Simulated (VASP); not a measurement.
**Hf3N2: single point with r2SCAN**

Hf3N2:

```xyz
5
Lattice="1.5994 0.9234 7.7548 -1.5994 0.9234 7.7548 0.0000 -1.8469 7.7548" Properties=species:S:1:pos:R:3 pbc="T T T"
Hf    0.0000    0.0000   18.1328
Hf    0.0000    0.0000    5.1317
Hf    0.0000    0.0000    0.0000
N     0.0000    0.0000   14.2359
N     0.0000    0.0000    9.0286
```

```
Program             : VASP 6.6.1
Task                : single point
Functional          : r2SCAN
Potentials or basis : VASP PAW PBE potentials, release 64 (Hf_pv, N)
Cutoff              : 520 eV
k mesh              : 6 × 6 × 6, shifted
Occupations         : gaussian, width 0.1 eV
Spin                : no spin polarisation
```

```json
{
  "Pressure": "-0.1 GPa",
  "Largest force": "0.089 eV/Å",
  "Band gap on the k mesh": "zero (bands 20 and 21 overlap by 1.22 eV)"
}
```

Forces on the atoms (eV/Å):
```
Hf   0.000  0.000  0.041
Hf   0.000  0.000 -0.041
Hf   0.000  0.000  0.000
N    0.000  0.000  0.089
N    0.000  0.000 -0.089
```

Stress tensor (GPa, compression positive):
```
-0.25  0.00  0.00
 0.00 -0.25  0.00
 0.00  0.00  0.21
```

Levels at points of the mesh, in eV from the Fermi level:
| k point | band 16 | band 17 | band 18 | band 19 | band 20 | band 21 | band 22 | band 23 | band 24 | band 25 |
| --- | --- | --- | --- | --- | --- | --- | --- | --- | --- | --- |
| (0.08, 0.08, 0.08) | -3.89 | -3.89 | -3.31 | 0.05 | 0.76 | 0.90 | 0.90 | 2.08 | 2.08 | 2.27 |

Run time: 28 min on 1 thread of Intel Xeon 8259CL (shared host), peak memory 0.56 GiB.

Caveat: the k points lie up to 0.38 Å⁻¹ apart, too coarse for converged energies and pressures of a metal; the PAW data sets were made with another functional, which shifts forces and pressure a little; spin-orbit coupling is left out, which moves the levels of the heavy elements.
